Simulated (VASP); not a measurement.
# La (Im-3m) in VASP: further runs

La is run at these levels: RPBE, PBEsol; tasks: single point.

Program: VASP 6.6.1. These are calculated values, not measurements. Logs are shortened: lines on timing, memory, paths and dates and some standing lists are left out, and cuts for length are marked.

## (1) The cell of the first run

It takes space group Im-3m (No. 229, cubic). Conventional cell: a = 4.248 Å, b = 4.248 Å, c = 4.248 Å, α = 90.00°, β = 90.00°, γ = 90.00°. Within 4.8 Å of La (site symmetry m-3m) lie 14 La at 3.68 to 4.25 Å.

## (2) Single point, RPBE

Contents of INCAR:

```
SYSTEM = La
ALGO     = Normal         ! electronic algorithm
EDIFF    = 1E-6           ! SCF threshold, eV
ENCUT    = 500            ! plane-wave cutoff, eV
GGA      = RP             ! functional
GGA_COMPAT= .False.      
ISIF     = 2              ! what is computed and relaxed
ISMEAR   = 0              ! smearing method
LASPH    = .True.         ! aspherical terms in the spheres
LCHARG   = .False.        ! write CHGCAR
LMAXMIX  = 6              ! l up to which the mixer works
LREAL    = .False.        ! projectors in reciprocal space
LWAVE    = .False.        ! write WAVECAR
NBANDS   = 12             ! bands
NELM     = 200            ! most SCF steps
PREC     = Accurate       ! precision mode
SIGMA    = 0.1            ! smearing width, eV
```

Contents of KPOINTS:

```
k-points
0
Gamma
  9 9 9
  0 0 0
```

Contents of POSCAR:

```
La
1.0
    3.6785833200      0.0000000000      0.0000000000
   -1.2261944397      3.4682016144      0.0000000000
   -1.2261944397     -1.7341008066      3.0035507039
La
1
Direct
    0.0000000000      0.0000000000      0.0000000000
```

Potentials or basis: VASP PAW PBE potentials, release 64 (La).

On the command line:

```sh
$ cat potpaw_PBE.64/La/POTCAR > POTCAR
$ mpirun -np 1 vasp_std > vasp.out
```

OUTCAR:

```text
SYSTEM = La
   EDIFF = 1E-6
   ENCUT = 500
   GGA = RP
   ISIF = 2
   ISMEAR = 0
   LASPH = .True.
   LREAL = .False.
   NELM = 200
   PREC = Accurate

 ion  position               nearest neighbor table
   1  0.000  0.000  0.000-

  LATTYP: Found a body centered cubic cell.
 ALAT       =     4.2476621401

  Lattice vectors:

 A1 = (   3.6785833200,   0.0000000000,   0.0000000000)
 A2 = (  -1.2261944397,   3.4682016144,   0.0000000000)
 A3 = (  -1.2261944397,  -1.7341008066,   3.0035507039)

Analysis of symmetry for initial positions (statically):
=====================================================================
 Subroutine PRICEL returns:
 Original cell was already a primitive cell.

 Routine SETGRP: Setting up the symmetry group for a
 body centered cubic supercell.

 Subroutine GETGRP returns: Found 48 space group operations
 (whereof 48 operations were pure point group operations)
 out of a pool of 48 trial point group operations.

The static configuration has the point symmetry O_h .

Analysis of symmetry for dynamics (positions and initial velocities):
=====================================================================
 Subroutine PRICEL returns:
 Original cell was already a primitive cell.

 Routine SETGRP: Setting up the symmetry group for a
 body centered cubic supercell.

 Subroutine GETGRP returns: Found 48 space group operations
 (whereof 48 operations were pure point group operations)
 out of a pool of 48 trial point group operations.

The dynamic configuration has the point symmetry O_h .

 Subroutine INISYM returns: Found 48 space group operations
 (whereof 48 operations are pure point group operations),
 and found     1 'primitive' translations

----------------------------------------------------------------------------------------

                                     Primitive cell

  volume of cell :      38.3195

  direct lattice vectors                    reciprocal lattice vectors
     3.678583320  0.000000000  0.000000000     0.271843781  0.096111291  0.166469638
    -1.226194440  3.468201614  0.000000000     0.000000000  0.288333872  0.166469638
    -1.226194440 -1.734100807  3.003550704     0.000000000  0.000000000  0.332939277

  length of vectors
     3.678583320  3.678583320  3.678583320     0.332939277  0.332939277  0.332939277

  position of ions in fractional coordinates (direct lattice)
     0.000000000  0.000000000  0.000000000

  ion indices of the primitive-cell ions
   primitive index   ion index
                 1           1

----------------------------------------------------------------------------------------

 KPOINTS: k-points

Automatic generation of k-mesh.
 Grid dimensions read from file:
 generate k-points for:    9    9    9

 Generating k-lattice:

  Cartesian coordinates                     Fractional coordinates (reciprocal lattice)
     0.030204865  0.010679032  0.018496626     0.111111111 -0.000000000  0.000000000
     0.000000000  0.032037097  0.018496626     0.000000000  0.111111111 -0.000000000
     0.000000000  0.000000000  0.036993253     0.000000000  0.000000000  0.111111111

  Length of vectors
     0.036993253  0.036993253  0.036993253

  Shift w.r.t. Gamma in fractional coordinates (k-lattice)
     0.000000000  0.000000000  0.000000000

 Subroutine IBZKPT returns following result:
 ===========================================

 Found     35 irreducible k-points:

 Following reciprocal coordinates:
            Coordinates               Weight
  0.000000  0.000000  0.000000      1.000000
  0.111111 -0.000000 -0.000000     12.000000
  0.222222 -0.000000 -0.000000     12.000000
  0.333333 -0.000000 -0.000000     12.000000
  0.444444 -0.000000 -0.000000     12.000000
  0.111111  0.111111 -0.000000     24.000000
[... 16 lines left out ...]
 -0.333333  0.444444  0.111111     48.000000
 -0.444444 -0.444444  0.111111     24.000000
 [... further k-points ...]
   k-points           NKPTS =     35   k-points in BZ     NKDIM =     35   number of bands    NBANDS=     12
   number of dos      NEDOS =    301   number of ions     NIONS =      1
   total plane-waves  NPLWV =  21952
   dimension x,y,z NGX =    28 NGY =   28 NGZ =   28
   dimension x,y,z NGXF=    56 NGYF=   56 NGZF=   56
   ions per type =               1
   NGX,Y,Z   is equivalent  to a cutoff of  12.65, 12.65, 12.65 a.u.
   NGXF,Y,Z  is equivalent  to a cutoff of  25.31, 25.31, 25.31 a.u.
 SYSTEM =  La
   PREC   = accura    normal or accurate (medium, high low for compatibility)
   ISTART =      0    job   : 0-new  1-cont  2-samecut
   ICHARG =      2    charge: 1-file 2-atom 10-const
   ISPIN  =      1    spin polarized calculation?
   LNONCOLLINEAR =      F non collinear calculations
   LSORBIT =      F    spin-orbit coupling
   LASPH  =      T    aspherical Exc in radial PAW
   ENCUT  =  500.0 eV  36.75 Ry    6.06 a.u.   6.71  6.71  6.71*2*pi/ulx,y,z
   NELM   =    200;   NELMIN=  2; NELMDL= -5     # of ELM steps
   EDIFF  = 0.1E-05   stopping-criterion for ELM
   LREAL  =      F    real-space projection
   EDIFFG = 0.1E-04   stopping-criterion for IOM
   NSW    =      0    number of steps for IOM
   IBRION =     -1    ionic relax: 0-MD 1-quasi-New 2-CG
   NFREE  =      0    steps in history (QN), initial steepest desc. (CG)
   ISIF   =      2    stress and relaxation
   ISYM   =      2    0-nonsym 1-usesym 2-fastsym
   POTIM  = 0.5000    time-step for ionic-motion
   TEBEG  =    0.0;   TEEND  =   0.0 temperature during run
   PSTRESS=    0.0 pullay stress
   NELECT =      11.0000    total number of electrons
   NUPDOWN=      -1.0000    fix difference up-down
   EMIN   =  10.00;   EMAX   =-10.00  energy-range for DOS
   EFERMI =   0.00;   METHOD = LEGACY
   ISMEAR =     0;   SIGMA  =   0.10  broadening in eV -4-tet -1-fermi 0-gaus
   EFERMI_NEDOS =   21; number of points for ismear=-14 and -15
   IALGO  =     38    algorithm
   IMIX   =      4    mixing-type and parameters
     AMIX     =   0.40;   BMIX     =  1.00
     AMIX_MAG =   1.60;   BMIX_MAG =  1.00
  volume/ion in A,a.u.               =      38.32       258.59
  Fermi-wavevector in a.u.,A,eV,Ry     =   1.079939  2.040788 15.868033  1.166268
  Thomas-Fermi vector in A             =   2.215917
   LORBIT       =      0    0 simple, 1 ext, 2 COOP (PROOUT), +10 PAW based schemes
   GGA     = RP    functional components
   LHFCALC =     F    Hartree Fock is set to
   AEXX    =    0.0000 exact exchange contribution
   IVDW    =     0    specifies the selected vdW correction
   LEPSILON=     F    determine dielectric tensor
   LRPA    =     F    only Hartree local field effects (RPA)
 non-spin polarized calculation
 Gauss-broadening in eV      SIGMA  =   0.10
  energy-cutoff  :      500.00
  volume of cell :       38.32
 maximum number of plane-waves:       981
   NGX = 13   NGY = 13   NGZ = 13

 number of electron      10.9999999 magnetization

 Free energy of the ion-electron system (eV)
  ---------------------------------------------------
  ext. energy  EPLUGINS =         0.00000000
  ---------------------------------------------------
  free energy    TOTEN  =        -4.42935092 eV

  energy without entropy =       -4.41067400  energy(sigma->0) =       -4.42001246

 E-fermi :   7.6649     XC(G=0):  -9.3497

 val. band max:        7.6645281348   @ k =   0.3333   0.2222  -0.0000
 cond. band min:       7.6854807673   @ k =  -0.2222   0.2222   0.2222
 fundamental gap:      0.0209526325
 Fermi energy:         7.6648505914

 k-point     1 :       0.0000    0.0000    0.0000
  band No.  band energies     occupation
      1     -25.2958      2.00000
      2      -8.3565      2.00000
      3      -8.3565      2.00000
      4      -8.3565      2.00000
      5       4.4715      2.00000
      6       9.1209      0.00000
      7       9.1209      0.00000
      8       9.1209      0.00000
      9       9.1351      0.00000
     10       9.1351      0.00000
     11       9.1351      0.00000
     12       9.8105      0.00000

 k-point     2 :       0.1111   -0.0000   -0.0000
  band No.  band energies     occupation
      1     -25.2748      2.00000
      2      -8.5192      2.00000
      3      -8.4044      2.00000
      4      -8.3584      2.00000
      5       4.8332      2.00000
      6       8.6726      0.00000
      7       8.6826      0.00000
      8       9.1089      0.00000
      9       9.2393      0.00000
     10       9.4186      0.00000
     11       9.4261      0.00000
     12       9.7799      0.00000

 k-point     3 :       0.2222   -0.0000   -0.0000
  band No.  band energies     occupation
      1     -25.2213      2.00000
      2      -8.9076      2.00000
      3      -8.5227      2.00000
      4      -8.3633      2.00000
      5       5.6439      2.00000
      6       8.1844      0.00000
      7       8.2564      0.00000
      8       9.0934      0.00000
      9       9.3580      0.00000
     10       9.5031      0.00000
     11       9.5864      0.00000
     12       9.7353      0.00000

 k-point     4 :       0.3333   -0.0000   -0.0000
  band No.  band energies     occupation
      1     -25.1592      2.00000
      2      -9.3159      2.00000
      3      -8.6526      2.00000
      4      -8.3691      2.00000
      5       6.0374      2.00000
      6       7.7708      0.13386
      7       8.5885      0.00000
      8       9.1013      0.00000
      9       9.4136      0.00000
     10       9.5327      0.00000
     11       9.6627      0.00000
     12       9.7406      0.00000

 k-point     5 :       0.4444   -0.0000   -0.0000
  band No.  band energies     occupation
      1     -25.1180      2.00000
      2      -9.5668      2.00000
      3      -8.7348      2.00000
      4      -8.3731      2.00000
      5       5.9326      2.00000
      6       7.5412      1.91970
      7       9.1185      0.00000
      8       9.1271      0.00000
      9       9.4369      0.00000
     10       9.6560      0.00000
     11       9.6930      0.00000
     12       9.7702      0.00000
[... 228 lines left out ...]
      1     -25.1487      2.00000
      2      -9.1549      2.00000
      3      -8.7251      2.00000
      4      -8.5489      2.00000
      5       6.6250      2.00000
      6       7.6239      1.43768
      7       8.4663      0.00000
      8       8.9113      0.00000
      9       9.3261      0.00000
     10       9.4578      0.00000
     11       9.6587      0.00000
     12       9.7201      0.00000

 k-point    22 :      -0.4444    0.4444    0.1111
  band No.  band energies     occupation
      1     -25.1030      2.00000
      2      -9.5242      2.00000
      3      -8.7908      2.00000
      4      -8.4789      2.00000
      5       6.2144      2.00000
      6       7.8484      0.00943
      7       8.5907      0.00000
      8       9.0063      0.00000
      9       9.4191      0.00000
     10       9.6117      0.00000
     11       9.7105      0.00000
     12       9.7737      0.00000

 k-point    23 :      -0.3333    0.4444    0.1111
  band No.  band energies     occupation
      1     -25.1004      2.00000
      2      -9.3828      2.00000
      3      -8.8813      2.00000
      4      -8.5575      2.00000
      5       6.7258      2.00000
      6       7.6110      1.55405
      7       8.3569      0.00000
      8       9.0539      0.00000
      9       9.3474      0.00000
     10       9.5152      0.00000
     11       9.7068      0.00000
     12       9.7664      0.00000

 k-point    24 :      -0.4444   -0.4444    0.1111
  band No.  band energies     occupation
      1     -25.0812      2.00000
      2      -9.4719      2.00000
      3      -8.9436      2.00000
      4      -8.5570      2.00000
      5       6.5954      2.00000
      6       7.9029      0.00076
      7       8.1843      0.00000
      8       8.9747      0.00000
      9       9.4047      0.00000
     10       9.5749      0.00000
     11       9.7382      0.00000
     12       9.7793      0.00000

 [... further k-points ...]
[... 5 lines left out ...]
  --------------------------------------------------------------------------------------
  -------------------------------------------------------------------------------------
  Total        0.1784319      0.1784319      0.1784319      0.0000000      0.0000000      0.0000000
  in kB        7.4604174      7.4604174      7.4604174      0.0000000      0.0000000      0.0000000
  external PRESSURE =       7.4604174 kB  Pullay stress =       0.0000000 kB

 VOLUME and BASIS-vectors are now :
 -----------------------------------------------------------------------------
  energy-cutoff  :      500.00
  volume of cell :       38.32
      direct lattice vectors                 reciprocal lattice vectors
     3.678583320  0.000000000  0.000000000     0.271843781  0.096111291  0.166469638
    -1.226194440  3.468201614  0.000000000     0.000000000  0.288333872  0.166469638
    -1.226194440 -1.734100807  3.003550704     0.000000000  0.000000000  0.332939277

 POSITION                                       TOTAL-FORCE (eV/Angst)
 -----------------------------------------------------------------------------------
      0.00000      0.00000      0.00000         0.000000      0.000000      0.000000
 -----------------------------------------------------------------------------------
    total drift:                                0.000000      0.000000      0.000000

  FREE ENERGIE OF THE ION-ELECTRON SYSTEM (eV)
  ---------------------------------------------------
  free  energy   TOTEN  =        -4.4293509237 eV

  energy  without entropy=       -4.4106739964  energy(sigma->0) =       -4.42001246
```

Run time: 16 s. Hardware: 1 thread of AMD EPYC 9R45 (Zen 5), shared host; peak memory 0.14 GiB.

What came out:

| Quantity | Value |
| --- | --- |
| Free energy | -4.4294 eV |
| Pressure | 0.7 GPa |

Caveat: the PAW data sets were made with another functional, which shifts forces and pressure a little; spin-orbit coupling is left out, which moves the levels of the heavy elements.

## (3) Single point, PBEsol

This run uses another cell than the first one, of 21.26 Å³/atom, 0.555 times its volume.

Contents of INCAR:

```
SYSTEM = La
PREC     = Accurate       ! precision mode
ENCUT    = 520            ! plane-wave cutoff, eV
EDIFF    = 1E-6           ! SCF threshold, eV
ISMEAR   = -1             ! smearing method
SIGMA    = 0.05           ! smearing width, eV
LREAL    = .FALSE.        ! projectors in reciprocal space
LASPH    = .TRUE.         ! aspherical terms in the spheres
NELM     = 60             ! most SCF steps
ALGO     = Normal         ! electronic algorithm
ISIF     = 2              ! what is computed and relaxed
LWAVE    = .FALSE.        ! write WAVECAR
LCHARG   = .TRUE.         ! write CHGCAR
GGA      = PS             ! functional
LELF     = .TRUE.         ! ELF
LVHAR    = .TRUE.       
NBANDS   = 12             ! bands
```

Contents of KPOINTS:

```
regular mesh
0
G
  9 9 9
  0 0 0
```

Contents of POSCAR:

```
La
1.0
   -1.7452158814      1.7452158814      1.7452158814
    1.7452158814     -1.7452158814      1.7452158814
    1.7452158814      1.7452158814     -1.7452158814
La
1
Direct
    0.0000000000      0.0000000000      0.0000000000
```

Potentials or basis: VASP PAW PBE potentials, release 64 (La).

On the command line:

```sh
$ cat potpaw_PBE.64/La/POTCAR > POTCAR
$ mpirun -np 1 vasp_std > vasp.out
```

Run time: 8.5 s. Hardware: 1 thread of Intel Xeon Platinum 8488C (Sapphire Rapids), shared host; peak memory 0.15 GiB.

The run converged. Its results:

| Quantity | Value |
| --- | --- |
| Free energy | -4.3758 eV |
| Pressure | 30.3 GPa |

Levels at points of the mesh, in eV from the Fermi level:
| k point | band 3 | band 4 | band 5 | band 6 | band 7 | band 8 | band 9 | band 10 |
| --- | --- | --- | --- | --- | --- | --- | --- | --- |
| (0.00, 0.00, 0.00) | -13.23 | -13.23 | -1.01 | 1.93 | 1.93 | 1.93 | 2.15 | 2.15 |

Caveat: the PAW data sets were made with another functional, which shifts forces and pressure a little; spin-orbit coupling is left out, which moves the levels of the heavy elements.
